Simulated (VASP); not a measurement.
# LaZn3S4 (a cell with a defect) in VASP: a series of runs

The runs below take LaZn3S4 (a cell with a defect) through single point, with PBEsol, RPBE.

Everything below comes from runs of VASP 6.6.1. Logs are shortened: lines on timing, memory, paths and dates and some standing lists are left out, and cuts for length are marked.

### Step 1. The cell of the first run

The cell holds a defect, 16 atoms: a = 7.575 Å, b = 7.575 Å, c = 7.575 Å, α = 60.00°, β = 60.00°, γ = 60.00°.

### Step 2. Single point, PBEsol

The input, INCAR:

```
ALGO = Normal ; EDIFF = 1E-6
ENCUT = 520 ; GGA = PS
ISIF = 2 ; ISMEAR = -1
LASPH = True ; LCHARG = False
LREAL = Auto ; LWAVE = False
NBANDS = 85 ; NELECT = 140.0
NELM = 60 ; PREC = Accurate
SIGMA = 0.05
```

The input, KPOINTS:

```
Automatic mesh
0
Gamma
  2 2 2
  0.5 0.5 0.5
```

The input, POSCAR:

```
LaZn3S4
1.0
    0.0000000000      5.3562680000      5.3562680000
    5.3562680000      0.0000000000      5.3562680000
    5.3562680000      5.3562680000      0.0000000000
Zn La S
6 2 8
Direct
    0.9931200000      0.0010910000      0.9957020000
    0.5006960000      0.4964130000      0.0125500000
    0.9886230000      0.5034960000      0.9994110000
    0.5003520000      0.0120540000      0.4910220000
    0.5085610000      0.9934110000      0.0001020000
    0.9960220000      0.5096470000      0.4936920000
    0.4971050000      0.4962730000      0.5015170000
    0.0031370000      0.9903480000      0.5054130000
    0.1216890000      0.1318820000      0.1230000000
    0.6234740000      0.6334370000      0.6180190000
    0.1296930000      0.1370860000      0.6217570000
    0.6204290000      0.6261390000      0.1256040000
    0.1288630000      0.6295440000      0.1178080000
    0.6249370000      0.1210160000      0.6249840000
    0.6269360000      0.1184080000      0.1228500000
    0.1249550000      0.6170710000      0.6341420000
```

Potentials or basis: VASP PAW PBE potentials, release 64 (Zn, La, S).

Launch:

```bash
$ cat potpaw_PBE.64/Zn/POTCAR potpaw_PBE.64/La/POTCAR potpaw_PBE.64/S/POTCAR > POTCAR
$ mpirun -np 1 vasp_std > vasp.out
```

OUTCAR:

```text
EDIFF = 1E-6
   ENCUT = 520
   GGA = PS
   ISIF = 2
   ISMEAR = -1
   LASPH = True
   LREAL = Auto
   NELECT = 140.0
   NELM = 60
   PREC = Accurate

 ion  position               nearest neighbor table
   1  0.993  0.001  0.996-  15 2.27  13 2.30  11 2.32   9 2.39
   2  0.501  0.496  0.013-  12 2.24  13 2.30  15 2.34  10 2.44
   3  0.989  0.503  0.999-  16 2.26  12 2.28   9 2.30  13 2.38
   4  0.500  0.012  0.491-  14 2.28  15 2.28  11 2.29  10 2.34
   5  0.509  0.993  0.000-  15 2.26  12 2.27  14 2.32   9 2.39
   6  0.996  0.510  0.494-  10 2.30  11 2.31  13 2.33  16 2.33
[... 8 lines left out ...]
  15  0.627  0.118  0.123-   5 2.26   1 2.27   4 2.28   2 2.34
  16  0.125  0.617  0.634-   3 2.26   7 2.30   8 2.31   6 2.33

  LATTYP: Found a face centered cubic cell.
 ALAT       =    10.7125360000

  Lattice vectors:

 A1 = (   0.0000000000,   5.3562680000,   5.3562680000)
 A2 = (   5.3562680000,   0.0000000000,   5.3562680000)
 A3 = (   5.3562680000,   5.3562680000,   0.0000000000)

Analysis of symmetry for initial positions (statically):
=====================================================================
 Subroutine PRICEL returns:
 Original cell was already a primitive cell.

 Routine SETGRP: Setting up the symmetry group for a
 face centered cubic supercell.

 Subroutine GETGRP returns: Found  1 space group operations
 (whereof  1 operations were pure point group operations)
 out of a pool of 48 trial point group operations.

The static configuration has the point symmetry C_1 .

Analysis of symmetry for dynamics (positions and initial velocities):
=====================================================================
 Subroutine PRICEL returns:
 Original cell was already a primitive cell.

 Routine SETGRP: Setting up the symmetry group for a
 face centered cubic supercell.

 Subroutine GETGRP returns: Found  1 space group operations
 (whereof  1 operations were pure point group operations)
 out of a pool of 48 trial point group operations.

The dynamic configuration has the point symmetry C_1 .

 Subroutine INISYM returns: Found  1 space group operations
 (whereof  1 operations are pure point group operations),
 and found     1 'primitive' translations

----------------------------------------------------------------------------------------

                                     Primitive cell

  volume of cell :     307.3384

  direct lattice vectors                    reciprocal lattice vectors
     0.000000000  5.356268000  5.356268000    -0.093348578  0.093348578  0.093348578
     5.356268000  0.000000000  5.356268000     0.093348578 -0.093348578  0.093348578
     5.356268000  5.356268000  0.000000000     0.093348578  0.093348578 -0.093348578

  length of vectors
     7.574906849  7.574906849  7.574906849     0.161684480  0.161684480  0.161684480

  position of ions in fractional coordinates (direct lattice)
     0.993120000  0.001091000  0.995702000
     0.500696000  0.496413000  0.012550000
     0.988623000  0.503496000  0.999411000
     0.500352000  0.012054000  0.491022000
     0.508561000  0.993411000  0.000102000
     0.996022000  0.509647000  0.493692000
[... 8 lines left out ...]
     0.626936000  0.118408000  0.122850000
     0.124955000  0.617071000  0.634142000

  ion indices of the primitive-cell ions
   primitive index   ion index
                 1           1
                 2           2
                 3           3
                 4           4
                 5           5
                 6           6
[... 8 lines left out ...]
                15          15
                16          16

----------------------------------------------------------------------------------------

 KPOINTS: Automatic mesh

Automatic generation of k-mesh.
 Grid dimensions read from file:
 generate k-points for:    2    2    2

 Generating k-lattice:

  Cartesian coordinates                     Fractional coordinates (reciprocal lattice)
    -0.046674289  0.046674289  0.046674289     0.500000000  0.000000000  0.000000000
     0.046674289 -0.046674289  0.046674289     0.000000000  0.500000000  0.000000000
     0.046674289  0.046674289 -0.046674289     0.000000000  0.000000000  0.500000000

  Length of vectors
     0.080842240  0.080842240  0.080842240

  Shift w.r.t. Gamma in fractional coordinates (k-lattice)
     0.500000000  0.500000000  0.500000000

 Subroutine IBZKPT returns following result:
 ===========================================

 Found     16 irreducible k-points:

 Following reciprocal coordinates:
            Coordinates               Weight
  0.250000  0.250000  0.250000      2.000000
  0.250000  0.000000  0.000000      2.000000
  0.000000  0.000000 -0.250000      2.000000
  0.000000  0.250000  0.000000      2.000000
 -0.250000  0.250000  0.250000      2.000000
  0.250000 -0.250000  0.250000      2.000000
[... 8 lines left out ...]
  0.000000  0.250000  0.500000      2.000000
  0.500000  0.250000  0.000000      2.000000
   k-points           NKPTS =     16   k-points in BZ     NKDIM =     16   number of bands    NBANDS=     85
   number of dos      NEDOS =    301   number of ions     NIONS =     16
   total plane-waves  NPLWV = 175616
   dimension x,y,z NGX =    56 NGY =   56 NGZ =   56
   dimension x,y,z NGXF=   112 NGYF=  112 NGZF=  112
   ions per type =               6   2   8
   NGX,Y,Z   is equivalent  to a cutoff of  12.29, 12.29, 12.29 a.u.
   NGXF,Y,Z  is equivalent  to a cutoff of  24.58, 24.58, 24.58 a.u.
 SYSTEM =  unknown system
   PREC   = accura    normal or accurate (medium, high low for compatibility)
   ISTART =      0    job   : 0-new  1-cont  2-samecut
   ICHARG =      2    charge: 1-file 2-atom 10-const
   ISPIN  =      1    spin polarized calculation?
   LNONCOLLINEAR =      F non collinear calculations
   LSORBIT =      F    spin-orbit coupling
   LASPH  =      T    aspherical Exc in radial PAW
   ENCUT  =  520.0 eV  38.22 Ry    6.18 a.u.  14.08 14.08 14.08*2*pi/ulx,y,z
   NELM   =     60;   NELMIN=  2; NELMDL= -5     # of ELM steps
   EDIFF  = 0.1E-05   stopping-criterion for ELM
   LREAL  =      T    real-space projection
   EDIFFG = 0.1E-04   stopping-criterion for IOM
   NSW    =      0    number of steps for IOM
   IBRION =     -1    ionic relax: 0-MD 1-quasi-New 2-CG
   NFREE  =      0    steps in history (QN), initial steepest desc. (CG)
   ISIF   =      2    stress and relaxation
   ISYM   =      2    0-nonsym 1-usesym 2-fastsym
   POTIM  = 0.5000    time-step for ionic-motion
   TEBEG  =    0.0;   TEEND  =   0.0 temperature during run
   PSTRESS=    0.0 pullay stress
   NELECT =     140.0000    total number of electrons
   NUPDOWN=      -1.0000    fix difference up-down
   EMIN   =  10.00;   EMAX   =-10.00  energy-range for DOS
   EFERMI =   0.00;   METHOD = LEGACY
   ISMEAR =    -1;   SIGMA  =   0.05  broadening in eV -4-tet -1-fermi 0-gaus
   EFERMI_NEDOS =   21; number of points for ismear=-14 and -15
   IALGO  =     38    algorithm
   IMIX   =      4    mixing-type and parameters
     AMIX     =   0.40;   BMIX     =  1.00
     AMIX_MAG =   1.60;   BMIX_MAG =  1.00
  volume/ion in A,a.u.               =      19.21       129.63
  Fermi-wavevector in a.u.,A,eV,Ry     =   1.259636  2.380368 21.588146  1.586684
  Thomas-Fermi vector in A             =   2.393186
   LORBIT       =      0    0 simple, 1 ext, 2 COOP (PROOUT), +10 PAW based schemes
   GGA     = PS    functional components
   LHFCALC =     F    Hartree Fock is set to
   AEXX    =    0.0000 exact exchange contribution
   IVDW    =     0    specifies the selected vdW correction
   LEPSILON=     F    determine dielectric tensor
   LRPA    =     F    only Hartree local field effects (RPA)
 non-spin polarized calculation
  energy-cutoff  :      520.00
  volume of cell :      307.34
 maximum number of plane-waves:      8292
   NGX = 29   NGY = 29   NGZ = 29

 number of electron     140.0000023 magnetization

 Free energy of the ion-electron system (eV)
  ---------------------------------------------------
  ext. energy  EPLUGINS =         0.00000000
  ---------------------------------------------------
  free energy    TOTEN  =       -74.38919299 eV

  energy without entropy =      -74.38919299  energy(sigma->0) =      -74.38919299

 E-fermi :   5.1312     XC(G=0): -10.1524

 val. band max:        3.9370375551   @ k =   0.2500   0.0000   0.5000
 cond. band min:       6.3315940155   @ k =   0.0000   0.2500   0.0000
 fundamental gap:      2.3945564604
 Fermi energy:         5.1311959906

 k-point     1 :       0.2500    0.2500    0.2500
  band No.  band energies     occupation
      1     -26.2368      2.00000
      2     -26.1144      2.00000
      3     -12.7295      2.00000
      4     -11.9980      2.00000
      5     -11.6236      2.00000
      6     -11.3310      2.00000
[... 74 lines left out ...]
     81       8.4522      0.00000
     82       8.7549      0.00000

 k-point     2 :       0.2500    0.0000    0.0000
  band No.  band energies     occupation
      1     -26.2196      2.00000
      2     -26.1323      2.00000
      3     -12.5789      2.00000
      4     -12.0184      2.00000
      5     -11.6010      2.00000
      6     -11.3258      2.00000
[... 74 lines left out ...]
     81       8.5119      0.00000
     82       8.9505      0.00000
[... 1103 lines left out ...]
     81       8.6594      0.00000
     82       8.7397      0.00000

 k-point    16 :       0.5000    0.2500    0.0000
  band No.  band energies     occupation
      1     -26.2194      2.00000
      2     -26.1325      2.00000
      3     -12.5820      2.00000
      4     -12.0704      2.00000
      5     -11.6103      2.00000
      6     -11.3232      2.00000
[... 74 lines left out ...]
     81       8.4739      0.00000
     82       8.6362      0.00000
 [bands above 82 left out]

------------------------ aborting loop because EDIFF is reached ----------------------------------------

  FORCE on cell =-STRESS in cart. coord.  units (eV):
  Direction    XX          YY          ZZ          XY          YZ          ZX
  --------------------------------------------------------------------------------------
  -------------------------------------------------------------------------------------
  Total       23.1091425     23.1210076     23.7472278     -4.0007736     -1.8496085     -0.0398284
  in kB      120.4696147    120.5314682    123.7959990    -20.8563192     -9.6421413     -0.2076285
  external PRESSURE =     121.5990273 kB  Pullay stress =       0.0000000 kB

 VOLUME and BASIS-vectors are now :
 -----------------------------------------------------------------------------
  energy-cutoff  :      520.00
  volume of cell :      307.34
      direct lattice vectors                 reciprocal lattice vectors
     0.000000000  5.356268000  5.356268000    -0.093348578  0.093348578  0.093348578
     5.356268000  0.000000000  5.356268000     0.093348578 -0.093348578  0.093348578
     5.356268000  5.356268000  0.000000000     0.093348578  0.093348578 -0.093348578

 POSITION                                       TOTAL-FORCE (eV/Angst)
 -----------------------------------------------------------------------------------
      5.33909     10.65266      5.32526         0.014495      0.397671      0.381165
      2.72614      2.74908      5.34078        -0.649063     -0.620583     -0.141376
      8.04997     10.64844      7.99219         0.264531      0.707763      0.111291
      2.69461      5.31006      2.74458        -0.287790      0.007090     -0.424262
      5.32152      2.72454      8.04496         0.359923     -0.472533     -0.243048
      5.37415      7.97931      8.06477        -0.218413     -0.233154     -0.021109
[... 8 lines left out ...]
      1.29224      4.01605      3.99226         0.376241     -0.247131      0.378875
      6.70183      4.06593      3.97449        -0.027347     -0.136989     -7.252854
 -----------------------------------------------------------------------------------
    total drift:                                0.000478      0.005669      0.000573

  FREE ENERGIE OF THE ION-ELECTRON SYSTEM (eV)
  ---------------------------------------------------
  free  energy   TOTEN  =       -74.3891929905 eV

  energy  without entropy=      -74.3891929905  energy(sigma->0) =      -74.38919299
```

It took 29 min on 1 thread of Oxide Virtual Turin-like, shared host; peak memory 0.55 GiB.

What came out:

```yaml
Free_energy: -74.3892 eV
Largest_force: 7.254 eV/Å
```

Forces on the atoms (eV/Å):
```
Zn   0.014  0.398  0.381
Zn  -0.649 -0.621 -0.141
Zn   0.265  0.708  0.111
Zn  -0.288  0.007 -0.424
Zn   0.360 -0.473 -0.243
Zn  -0.218 -0.233 -0.021
La   0.176  0.890  0.522
La   0.732  0.215  1.584
S   -3.153 -2.946  2.843
S    3.396  3.268  2.987
S    2.556  2.258  2.437
S   -3.363 -3.384  3.596
S   -0.033 -0.092 -0.295
S   -0.143  0.390 -6.463
S    0.376 -0.247  0.379
S   -0.027 -0.137 -7.253
```

Caveat: the cell carries a net charge on a neutralising background, which shifts energy and pressure; the cell is charged against a uniform background, so pressure and absolute levels hang on convention; the PAW data sets were made with another functional, which shifts forces and pressure a little; spin-orbit coupling is left out, which moves the levels of the heavy elements.

(Part 1 of 2 ends here.)
